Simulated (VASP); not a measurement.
A run of VASP 6.6.1 is set up as follows.

Contents of INCAR:

```
PREC = Accurate
ENCUT = 400
EDIFF = 1E-8
ISMEAR = -1
SIGMA = 0.05
LREAL = F
LASPH = T
NELM = 120
ALGO = Normal
ISIF = 2
LWAVE = F
LCHARG = F
LEFG = T
NBANDS = 34
GGA_COMPAT = F
```

File KPOINTS:

```
regular mesh
0
Gamma
  9 9 7
```

The input POSCAR:

```
Ga
1.0
    2.2615000000     -3.8305000000      0.0000000000
    2.2615000000      3.8305000000      0.0000000000
    0.0000000000      0.0000000000      4.5240000000
Ga
4
Direct
    0.8441701361      0.1558298639      0.0835079239
    0.6558298639      0.3441701361      0.5835079239
    0.1558298639      0.8441701361      0.9164920761
    0.3441701361      0.6558298639      0.4164920761
```

Potentials or basis: VASP PAW LDA potentials, release 64 (Ga_d).

The run is started by

```sh
$ cat potpaw_LDA.64/Ga_d/POTCAR > POTCAR
$ mpirun -np 1 vasp_std > vasp.out
```

(1) Predict the band gap on the k mesh.

(2) What does it give for the largest force?

Results:

(1) zero (bands 26 and 27 overlap by 0.90 eV).

(2) 0.024 eV/Å.

Caveat: the cell stands under tension; without QUAD_EFG the Cq values of the log hold for a quadrupole moment of 1 mb, not for the nuclei.
